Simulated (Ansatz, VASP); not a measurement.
Mg2O in VASP and in Ansatz

The input INCAR:

```
SYSTEM = Mg2O
PREC = Accurate
ENCUT = 600
EDIFF = 1E-7
ISMEAR = 0
SIGMA = 0.1
LREAL = .FALSE.
LASPH = .TRUE.
NELM = 80
ALGO = Normal
ISIF = 3
LWAVE = .FALSE.
LCHARG = .FALSE.
GGA = PE
IBRION = 2
NSW = 100
EDIFFG = -0.01
```

File KPOINTS:

```
regular mesh
0
G
  10 10 4
  0 0 0
```

Contents of POSCAR:

```
Mg2O
1.0
    3.0479281956      0.0000000000      0.0000000000
    0.0000000000      3.0479281956      0.0000000000
    0.0000000000      0.0000000000      8.9550534089
Mg O
4 2
Direct
    0.5000000000      0.0000000000      0.1183405525
    0.0000000000      0.5000000000      0.8816594475
    0.0000000000      0.5000000000      0.3748552781
    0.5000000000      0.0000000000      0.6251447219
    0.5000000000      0.0000000000      0.8812472425
    0.0000000000      0.5000000000      0.1187527575
```

Input for Ansatz:

```yaml
crystal:
  lattice:
    - [3.0479281956, 0.0, 0.0]
    - [0.0, 3.0479281956, 0.0]
    - [0.0, 0.0, 8.9550534089]
  atoms:
    - { symbol: Mg, position: [0.5, 0.0, 0.1183405525] }
    - { symbol: Mg, position: [0.0, 0.5, 0.8816594475] }
    - { symbol: Mg, position: [0.0, 0.5, 0.3748552781] }
    - { symbol: Mg, position: [0.5, 0.0, 0.6251447219] }
    - { symbol: O, position: [0.5, 0.0, 0.8812472425] }
    - { symbol: O, position: [0.0, 0.5, 0.1187527575] }
basis:
  ecutwfc: 420
kpoints:
  mp_grid: { grid: [10, 10, 4] }
hamiltonian:
  xc: pbe
scf:
  occupations: { method: gaussian, width: 0.1 }
output:
  forces: true
  stress: true
  eigenvalues: true
relax:
  adjacent_minimum: "off"
  f_tol: 0.01
  max_steps: 80
  cell: { stress_tol: 0.05 }
```

Alike in both runs: task relaxation of cell and atoms; functional PBE; k mesh 10 × 10 × 4; occupations gaussian, width 0.1 eV; no spin polarisation.

```csv
,VASP,Ansatz
version,VASP 6.6.1,Ansatz 0.2.0
potentials or method,"VASP PAW PBE potentials, release 64 (Mg, O), cutoff 600 eV","scalar-relativistic, plane waves, PAW"
valence electrons in the cell,20,52
```

VASP gave:

```
gap on the k mesh at the Fermi level, each at its own relaxed structure (eV)  : none
relaxed volume (Å³/atom)                                                      : 13.64
relaxed length of the cell vector where the two differ most in proportion (Å) : 8.846
```

**Question.** Estimate Ansatz's values.

**Answer.** gap on the k mesh at the Fermi level, each at its own relaxed structure (eV): none; relaxed volume (Å³/atom): 13.74; relaxed length of the cell vector where the two differ most in proportion (Å): 8.866.

A gap of «none» marks a metal or a gap that the smearing closes. VASP's potentials hold 20 valence electrons a cell and Ansatz's 52, so a difference there can come from the potentials and not from the codes.
